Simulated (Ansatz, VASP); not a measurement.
# As2Se: VASP beside Ansatz

Contents of INCAR:

```
SYSTEM = As2Se
ALGO = Normal ; EDIFF = 1E-6
EDIFFG = -0.025 ; ENCUT = 600
GGA = PE ; IBRION = 2
ISIF = 3 ; ISMEAR = 0
LASPH = .True. ; LCHARG = .False.
LREAL = .False. ; LWAVE = .False.
NELM = 80 ; NSW = 80
PREC = Accurate ; SIGMA = 0.2
```

KPOINTS

```
k-points
0
Gamma
  6 6 2
  0 0 0
```

File POSCAR:

```
As2Se
1.0
    3.7719156661      0.0135793521      0.0523650666
   -1.8741977692      3.2526784375      0.0189353071
    0.2416976744      0.2404631229     17.6862447788
As Se
6 3
Direct
    1.0163364616      0.0066518626      0.6462658889
    0.6508194232      0.3063470549      0.5643476124
    0.0217978397      0.0017708687      0.3619044209
    0.3208037062      0.6466256646      0.4291576446
    0.6511251032      0.3195853505      0.8948784870
    0.3453892215      0.6767915346      0.1011985909
    0.3373058563      0.6627728918      0.8140369905
    0.6707548524      0.3740098345      0.1871863364
   -0.0143324641      0.0054449378      1.0010240284
```

Input for Ansatz:

```yaml
crystal:
  lattice:
    - [3.7719156661, 0.0135793521, 0.0523650666]
    - [-1.8741977692, 3.2526784375, 0.0189353071]
    - [0.2416976744, 0.2404631229, 17.6862447788]
  atoms:
    - { symbol: As, position: [1.0163364616, 0.0066518626, 0.6462658889] }
    - { symbol: As, position: [0.6508194232, 0.3063470549, 0.5643476124] }
    - { symbol: As, position: [0.0217978397, 0.0017708687, 0.3619044209] }
    - { symbol: As, position: [0.3208037062, 0.6466256646, 0.4291576446] }
    - { symbol: As, position: [0.6511251032, 0.3195853505, 0.894878487] }
    - { symbol: As, position: [0.3453892215, 0.6767915346, 0.1011985909] }
    - { symbol: Se, position: [0.3373058563, 0.6627728918, 0.8140369905] }
    - { symbol: Se, position: [0.6707548524, 0.3740098345, 0.1871863364] }
    - { symbol: Se, position: [-0.0143324641, 0.0054449378, 1.0010240284] }
basis:
  ecutwfc: 420
kpoints:
  mp_grid: { grid: [6, 6, 2] }
hamiltonian:
  xc: pbe
scf:
  occupations: { method: gaussian, width: 0.2 }
  lower_state_search: "off"
output:
  forces: true
  stress: true
  eigenvalues: true
relax:
  adjacent_minimum: "off"
  f_tol: 0.025
  max_steps: 60
  cell: { stress_tol: 0.25 }
```

Change from the starting cell: cell x1, atoms moved at random (sigma 0.05 Å) and cell strained at random (1.5 %), then relaxed without symmetry.

Alike in both runs: task relaxation of cell and atoms; functional PBE; k mesh 6 × 6 × 2; occupations gaussian, width 0.2 eV; no spin polarisation.

|  | VASP | Ansatz |
| --- | --- | --- |
| version | VASP 6.6.1 | Ansatz 0.2.0 |
| potentials or method | VASP PAW PBE potentials, release 64 (As, Se), cutoff 600 eV | scalar-relativistic, plane waves, PAW |
| valence electrons in the cell | 48 | 138 |

|  | VASP | Ansatz | Ansatz less VASP |
| --- | --- | --- | --- |
| gap on the k mesh at the Fermi level, each at its own relaxed structure (eV) | 0.24 | 0.23 | -0.012 |
| relaxed volume (Å³/atom) | 23.81 | 23.68 | -0.130 |
| relaxed length of the cell vector where the two differ most in proportion (Å) | 17.142 | 17.050 | -0.0925 |

VASP's potentials hold 48 valence electrons a cell and Ansatz's 138, so a difference there can come from the potentials and not from the codes.
